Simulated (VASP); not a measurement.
# Ni2Ru (Fm-3m) in VASP: notebook, part 2 of 2

VASP 6.6.1. The steps go on from the part before.

**4. Relaxation of cell and atoms, PBE**

This run uses another cell than the first one, of 14.50 Å³/atom, 1.370 times its volume.

File INCAR:

```
PREC     = Accurate       # precision mode
ENCUT    = 600            # plane-wave cutoff, eV
EDIFF    = 1E-6           # SCF threshold, eV
ISMEAR   = 0              # smearing method
SIGMA    = 0.1            # smearing width, eV
LREAL    = False          # projectors in reciprocal space
LASPH    = True           # aspherical terms in the spheres
NELM     = 100            # most SCF steps
ALGO     = Fast           # electronic algorithm
ISIF     = 3              # what is computed and relaxed
LWAVE    = False          # write WAVECAR
LCHARG   = False          # write CHGCAR
GGA      = PE             # functional
IBRION   = 2              # ionic algorithm
NSW      = 100            # ionic steps
EDIFFG   = -0.01          # ionic threshold
```

File KPOINTS:

```
regular mesh
0
Gamma
  14 14 14
```

File POSCAR:

```
Ni2Ru
1.0
    0.0000000000      2.7911277594      2.7911277594
    2.7911277594      0.0000000000      2.7911277594
    2.7911277594      2.7911277594      0.0000000000
Ni Ru
2 1
Direct
    0.2500000000      0.2500000000      0.2500000000
    0.7500000000      0.7500000000      0.7500000000
    0.0000000000      0.0000000000      0.0000000000
```

Potentials or basis: VASP PAW PBE potentials, release 64 (Ni, Ru_pv).

Run with:

```console
$ cat potpaw_PBE.64/Ni/POTCAR potpaw_PBE.64/Ru_pv/POTCAR > POTCAR
$ mpirun -np 1 vasp_std > vasp.out
```

OUTCAR:

```text
PREC = Accurate
   ENCUT = 600
   EDIFF = 1E-6
   ISMEAR = 0
   LREAL = False
   LASPH = True
   NELM = 100
   ISIF = 3
   GGA = PE
   IBRION = 2
   NSW = 100
   EDIFFG = -0.01

 ion  position               nearest neighbor table
   1  0.250  0.250  0.250-   3 2.42   3 2.42   3 2.42   3 2.42   2 2.79   2 2.79   2 2.79   2 2.79
                             2 2.79   2 2.79
   2  0.750  0.750  0.750-   3 2.42   3 2.42   3 2.42   3 2.42   1 2.79   1 2.79   1 2.79   1 2.79
                             1 2.79   1 2.79
   3  0.000  0.000  0.000-   2 2.42   2 2.42   2 2.42   1 2.42   2 2.42   1 2.42   1 2.42   1 2.42

  LATTYP: Found a face centered cubic cell.
 ALAT       =     5.5822555188

  Lattice vectors:

 A1 = (   0.0000000000,   2.7911277594,   2.7911277594)
 A2 = (   2.7911277594,   0.0000000000,   2.7911277594)
 A3 = (   2.7911277594,   2.7911277594,   0.0000000000)

Analysis of symmetry for initial positions (statically):
=====================================================================
 Subroutine PRICEL returns:
 Original cell was already a primitive cell.

 Routine SETGRP: Setting up the symmetry group for a
 face centered cubic supercell.

 Subroutine GETGRP returns: Found 48 space group operations
 (whereof 48 operations were pure point group operations)
 out of a pool of 48 trial point group operations.

The static configuration has the point symmetry O_h .

Analysis of symmetry for dynamics (positions and initial velocities):
=====================================================================
 Subroutine PRICEL returns:
 Original cell was already a primitive cell.

 Routine SETGRP: Setting up the symmetry group for a
 face centered cubic supercell.

 Subroutine GETGRP returns: Found 48 space group operations
 (whereof 48 operations were pure point group operations)
 out of a pool of 48 trial point group operations.

The dynamic configuration has the point symmetry O_h .

 Subroutine INISYM returns: Found 48 space group operations
 (whereof 48 operations are pure point group operations),
 and found     1 'primitive' translations

[... 112 lines left out ...]
   EFERMI_NEDOS =   21; number of points for ismear=-14 and -15
   IALGO  =     68    algorithm
   IMIX   =      4    mixing-type and parameters
     AMIX     =   0.40;   BMIX     =  1.00
     AMIX_MAG =   1.60;   BMIX_MAG =  1.00
  volume/ion in A,a.u.               =      14.50        97.82
  Fermi-wavevector in a.u.,A,eV,Ry     =   1.508151  2.849992 30.946706  2.274519
  Thomas-Fermi vector in A             =   2.618643
   LORBIT       =      0    0 simple, 1 ext, 2 COOP (PROOUT), +10 PAW based schemes
   GGA     = PE    functional components
   LHFCALC =     F    Hartree Fock is set to
   AEXX    =    0.0000 exact exchange contribution
   IVDW    =     0    specifies the selected vdW correction
   LEPSILON=     F    determine dielectric tensor
   LRPA    =     F    only Hartree local field effects (RPA)
 conjugate gradient relaxation of ions
 non-spin polarized calculation
 RMM-DIIS sequential band-by-band and
 Gauss-broadening in eV      SIGMA  =   0.10
  energy-cutoff  :      600.00
  volume of cell :       43.49
 maximum number of plane-waves:      1465
   NGX = 15   NGY = 15   NGZ = 15

 number of electron      34.0000005 magnetization

 Free energy of the ion-electron system (eV)
  ---------------------------------------------------
  ext. energy  EPLUGINS =         0.00000000
  ---------------------------------------------------
  free energy    TOTEN  =       -17.92240473 eV

  energy without entropy =      -17.90286956  energy(sigma->0) =      -17.91263714

 E-fermi :   7.8455     XC(G=0): -12.1492

 val. band max:        7.8396668260   @ k =   0.2143   0.1429   0.0000
 cond. band min:       7.8519316337   @ k =  -0.2143   0.1429   0.0000
 fundamental gap:      0.0122648077
 Fermi energy:         7.8455261165

 k-point     1 :       0.0000    0.0000    0.0000
  band No.  band energies     occupation
      1     -34.9335      2.00000
      2     -34.9335      2.00000
      3     -34.9335      2.00000
      4       0.5319      2.00000
      5       3.8825      2.00000
      6       3.8825      2.00000
[... 565 lines left out ...]
     20      12.7266      0.00000
     21      14.3149      0.00000

 [... further k-points ...]
[... 5 lines left out ...]
  --------------------------------------------------------------------------------------
  -------------------------------------------------------------------------------------
  Total       -0.0128195     -0.0128195     -0.0128195      0.0000000      0.0000000     -0.0000000
  in kB       -0.4722933     -0.4722933     -0.4722933      0.0000000      0.0000000     -0.0000000
  external PRESSURE =      -0.4722933 kB  Pullay stress =       0.0000000 kB

 VOLUME and BASIS-vectors are now :
 -----------------------------------------------------------------------------
  energy-cutoff  :      600.00
  volume of cell :       43.49
      direct lattice vectors                 reciprocal lattice vectors
     0.000000000  2.791127759  2.791127759    -0.179139059  0.179139059  0.179139059
     2.791127759  0.000000000  2.791127759     0.179139059 -0.179139059  0.179139059
     2.791127759  2.791127759  0.000000000     0.179139059  0.179139059 -0.179139059

 POSITION                                       TOTAL-FORCE (eV/Angst)
 -----------------------------------------------------------------------------------
      1.39556      1.39556      1.39556        -0.000000      0.000000     -0.000000
      4.18669      4.18669      4.18669         0.000000     -0.000000      0.000000
      0.00000      0.00000      0.00000         0.000000     -0.000000      0.000000
 -----------------------------------------------------------------------------------
    total drift:                                0.000000     -0.000000      0.000000

  FREE ENERGIE OF THE ION-ELECTRON SYSTEM (eV)
  ---------------------------------------------------
  free  energy   TOTEN  =       -17.9224047285 eV

  energy  without entropy=      -17.9028695560  energy(sigma->0) =      -17.91263714

 reached required accuracy - stopping structural energy minimisation
```

It took 55 s on 1 thread of Intel Xeon 6975P-C (Granite Rapids), shared host; peak memory 0.26 GiB.

What came out:

| Property | Result |
| --- | --- |
| Free energy | -17.9224 eV |
| Pressure after relaxing | 0.0 GPa |
| Band gap on the k mesh | zero (band 17 reaches 8.40 eV, above the bottom of band 18 at 7.50 eV) |

Final structure:
```
Ni Ru
1.0
     0.00000    2.79113    2.79113
     2.79113    0.00000    2.79113
     2.79113    2.79113    0.00000
Ni Ru
2 1
Direct
  0.25000 0.25000 0.25000
  0.75000 0.75000 0.75000
  0.00000 0.00000 0.00000
```

Levels at points of the mesh, in eV from the Fermi level:
```tsv
k point	band 14	band 15	band 16	band 17	band 18	band 19	band 20	band 21
(0.00, 0.00, 0.00)	-0.68	-0.58	-0.58	-0.58	0.28	0.28	9.80	10.50
(0.50, 0.00, 0.00)	-1.66	-1.36	-0.28	-0.28	0.39	0.39	1.37	7.16
(0.50, 0.50, 0.00)	-1.17	-0.71	-0.54	0.55	0.56	0.56	2.30	2.30
```

Caveat: the relaxation stopped at its first step, so nothing moved. Spin polarisation is off, so any magnetic state and its effect on volume and gap are missing.
